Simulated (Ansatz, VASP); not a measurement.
# One calculation of GaB, two programs

```xyz
4
Lattice="0.0000 2.9569 2.9569 2.9569 0.0000 2.9569 2.9569 2.9569 0.0000" Properties=species:S:1:pos:R:3 pbc="T T T"
Ga    2.9569    2.9569    2.9569
Ga    4.4353    4.4353    4.4353
B     0.0000    0.0000    0.0000
B     1.4784    1.4784    1.4784
```

Alike in both runs: task single point; functional PBE; k mesh 6 × 6 × 6; occupations gaussian, width 0.1 eV; no spin polarisation.

```csv
,VASP,Ansatz
version,VASP 6.6.1,Ansatz 0.2.0
potentials or method,"VASP PAW PBE potentials, release 64 (Ga_d, B), cutoff 500 eV","scalar-relativistic, plane waves, PAW"
valence electrons in the cell,32,32
```

|  | VASP | Ansatz | Ansatz less VASP |
| --- | --- | --- | --- |
| gap on the k mesh at the Fermi level (eV) | none | none | - |
| pressure (GPa) | 0.1 | 0.0 | -0.13 |

A gap of «none» marks a metal or a gap that the smearing closes.
